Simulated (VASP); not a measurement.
Runs of VASP 6.6.1 on BaHfO3. The structure is that of space group Pm-3m (No. 221), or close to it. The cells are those of the table. 

```tsv
task	level	spin	cell	cutoff (eV)	smearing	gap on the mesh (eV)	pressure (GPa)	relaxed volume (Å³/atom)
single point	PBE	off	a = 4.206 Å, 5 atoms	520	fermi-dirac 0.02 eV	3.53	-0.6	-
single point	r2SCAN	off	a = 4.177 Å, 5 atoms	520	fermi-dirac 0.02 eV	(b)	-0.7	-
relaxation of cell and atoms	PBE	off	relaxed from a = 4.603 Å, 5 atoms	600	fermi-dirac 0.02 eV	3.55	0.0	14.82
single point	PBE	non-collinear, zero start, SOC	a = 4.177 Å, 5 atoms	520	gaussian 0.01 eV	-	2.9	-
relaxation of cell and atoms	r2SCAN	off	relaxed from a = 4.206 Å, 5 atoms	600	fermi-dirac 0.02 eV	4.12	0.0	(a)
```

Alike in all rows: potentials or basis VASP PAW PBE potentials, release 64 (Ba_sv, Hf_pv, O); k mesh 6 × 6 × 6.

**Question.** Estimate the missing entries.

**Answer.** (a) 14.50; (b) 4.11.

Caveats: spin-orbit coupling is left out, which moves the levels of the heavy elements (at least some runs); the PAW data sets were made with another functional, which shifts forces and pressure a little (at least some runs); the volume moved by over 15 % at a fixed basis, so the end points are rough (at least some runs).

A k mesh can miss the band edges, and rows without SOC leave out spin-orbit coupling on Ba, Hf.
